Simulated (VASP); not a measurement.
Crystal: BaS.

```
CELL_PARAMETERS angstrom
0.00000 3.19375 3.19375
3.19375 0.00000 3.19375
3.19375 3.19375 0.00000
ATOMIC_POSITIONS crystal
Ba 0.00000 0.00000 0.00000
S 0.50000 0.50000 0.50000
```

| Item | Value |
| --- | --- |
| Program | VASP 6.6.1 |
| Task | relaxation of cell and atoms |
| Functional | HF |
| Potentials or basis | VASP PAW PBE potentials, release 64 (Ba_sv, S) |
| Cutoff | 600 eV |
| k mesh | 4 × 4 × 4 |
| Occupations | fermi-dirac, width 0.05 eV |
| Spin | no spin polarisation |

At the start: pressure 5.6 GPa; volume 32.58 Å³/atom.

**Question.** How do energy, volume and symmetry change on relaxing?

**Answer.** Over 3 steps the energy falls by 60.9 meV/atom and the volume is 36.41 Å³/atom (+11.8 %); space group Fm-3m (No. 225, to 0.1 Å) before and after.

Step by step:
| step | energy change (eV) | largest force (eV/Å) | pressure (GPa) | volume (Å³) |
| --- | --- | --- | --- | --- |
| 1 | 0.0000 | 0.0000 | 5.60 | 65.15 |
| 2 | -0.1012 | 0.0000 | -1.72 | 76.50 |
| 3 | -0.1218 | 0.0000 | 0.01 | 72.82 |

Final structure:
```
Ba S
1.0
     0.00000    3.31440    3.31440
     3.31440    0.00000    3.31440
     3.31440    3.31440    0.00000
Ba S
1 1
Direct
  0.00000 0.00000 0.00000
  0.50000 0.50000 0.50000
```

Caveat: the k points lie up to 0.41 Å⁻¹ apart in the final cell; the PAW data sets were made with another functional, which shifts forces and pressure a little.
